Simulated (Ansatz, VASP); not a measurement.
# Two plane-wave programs on Tl

```
Tl
1.0
     3.64334    0.00000    0.00000
    -1.82167    3.15522    0.00000
     0.00000    0.00000   11.66926
Tl
4
Direct
  0.00000 0.00000 0.00000
  0.00000 0.00000 0.50000
  0.33333 0.66667 0.25000
  0.66667 0.33333 0.75000
```

Alike in both runs: functional RPBE; k mesh 11 × 11 × 3; occupations fermi-dirac, width 0.1 eV; no spin polarisation.

Ansatz relaxed the structure, and its values are those at the end. VASP's run is a single point on that final structure, the one shown.

```csv
,VASP,Ansatz
version,VASP 6.6.1,Ansatz 0.2.0
potentials or method,"VASP PAW PBE potentials, release 64 (Tl_d), cutoff 520 eV","plane waves (420 eV) with PAW, scalar-relativistic"
valence electrons in the cell,52,52
```

Ansatz gave:

```
pressure (GPa) : 0.0
```

**Question.** Estimate VASP's values.

**Answer.** Pressure (GPa): -0.1.

VASP's potentials were made for PBE, not for RPBE.

Spin-orbit coupling is off throughout.
